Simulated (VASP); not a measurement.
# AgRh: single point with PBE

The system is AgRh.

```
Ag Rh
1.0
     2.81414    0.00000    0.00000
    -1.40707    2.43712    0.00000
     0.00000    0.00000    4.87188
Ag Rh
1 1
Direct
  0.00000 0.00000 0.50000
  0.66667 0.33333 0.00000
```

```yaml
Program: VASP 6.6.1
Task: single point
Functional: PBE
Potentials_or_basis: VASP PAW PBE potentials, release 64 (Ag, Rh_pv)
Cutoff: 520 eV
k_mesh: 14 × 14 × 7
Occupations: fermi-dirac, width 0.05 eV
Spin: collinear spin, ferromagnetic start
Starting_moments: "[0.0, 1.0] μB"
```

```yaml
Pressure: -7.2 GPa
Net_moment: 0.49 μB per cell
Site_moments: Ag +0.01; Rh +0.48 μB
Valence_electrons_inside_the_program's_atomic_spheres: Ag 9.88; Rh 13.57
```

Stress tensor (GPa, compression positive):
```
-7.35  0.00  0.00
 0.00 -7.35  0.00
 0.00  0.00 -6.97
```

Levels at points of the mesh, in eV from the Fermi level:
Spin up:
```tsv
k point	band 11	band 12	band 13	band 14	band 15	band 16
(0.00, 0.00, 0.00)	-1.85	-1.85	-0.18	-0.18	0.22	4.96
(0.50, 0.00, 0.00)	-1.61	-0.38	0.85	1.73	3.77	8.12
```
Spin down:
| k point | band 9 | band 10 | band 11 | band 12 | band 13 | band 14 | band 15 | band 16 | band 17 | band 18 |
| --- | --- | --- | --- | --- | --- | --- | --- | --- | --- | --- |
| (0.00, 0.00, 0.00) | -3.04 | -3.03 | -1.61 | -1.61 | 0.24 | 0.31 | 0.31 | 5.10 | 16.50 | 17.04 |
| (0.50, 0.00, 0.00) | -2.38 | -2.23 | -1.44 | 0.07 | 1.13 | 1.77 | 3.87 | 8.14 | 8.46 | 11.27 |

It took 2.1 min on 1 thread of Intel Xeon 8259CL, with other jobs on the host, peak memory 0.26 GiB.

Caveat: the cell stands under tension.
